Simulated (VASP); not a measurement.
W, 8 atoms in the cell. The structure is cubic, space group Pm-3n (No. 223). The conventional cell has a = 4.822 Å, b = 4.822 Å, c = 4.822 Å, α = 90.00°, β = 90.00°, γ = 90.00°. W (site symmetry m-3) has 12 W at 2.70 Å within 3.6 Å. W (site symmetry -4m2) has 14 W at 2.41 to 2.95 Å within 3.2 Å.  This cell differs from its parent crystal: volume scaled by 0.88.

* Program: VASP 6.6.1
* Task: single point
* Functional: PBEsol
* Potentials or basis: VASP PAW PBE potentials, release 64 (W_sv)
* Cutoff: 520 eV
* k mesh: 8 × 8 × 8
* Occupations: gaussian, width 0.1 eV
* Spin: no spin polarisation
* Dipole correction: no
* Further INCAR settings: ALGO = Fast; EDIFF = 1e-06; NBANDS = 66

Potentials or basis: VASP PAW PBE potentials, release 64 (W_sv).

Run with:

```console
$ cat potpaw_PBE.64/W_sv/POTCAR > POTCAR
$ mpirun -np 1 vasp_std > vasp.out
```

Hardware: 1 thread of AMD EPYC 7R13, with other jobs on the host.

Q: Estimate the wall time of this run.

A: Run time: 7.6 min on 1 thread of AMD EPYC 7R13 (shared host), peak memory 0.28 GiB. Counts: scf iterations 15, k points 35.
